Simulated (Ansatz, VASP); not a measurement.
Two plane-wave programs on MgO

```
Mg O
1.0
     0.26790    2.27715    2.27715
     2.27715    0.26790    2.27715
     2.27715    2.27715    0.26790
Mg O
1 1
Cartesian
  0.0000 0.0000 0.0000
  2.4111 2.4111 2.4111
```

Alike in both runs: task single point; functional PBE; k mesh 10 × 10 × 10; occupations gaussian, width 0.05 eV; no spin polarisation.

|  | VASP | Ansatz |
| --- | --- | --- |
| version | VASP 6.6.1 | Ansatz 0.2.0 |
| potentials or method | VASP PAW PBE potentials, release 64 (Mg, O), cutoff 600 eV | scalar-relativistic, plane waves, PAW |
| valence electrons in the cell | 8 | 16 |

Ansatz gave:

| Quantity | Value |
| --- | --- |
| gap on the k mesh at the Fermi level (eV) | 3.04 |
| least direct gap on the mesh (eV) | 3.04 |
| pressure (GPa) | -0.9 |
| traceless stress, the component that is largest in VASP (GPa) | -21.12 |

**Question.** What did VASP give for the same quantities?

**Answer.** gap on the k mesh at the Fermi level (eV): 3.02; least direct gap on the mesh (eV): 3.02; pressure (GPa): -1.8; traceless stress, the component that is largest in VASP (GPa): -21.25.

With one functional, cell and mesh, what is left measures potentials, basis and numerics. VASP's potentials hold 8 valence electrons a cell and Ansatz's 16, so a difference there can come from the potentials and not from the codes.
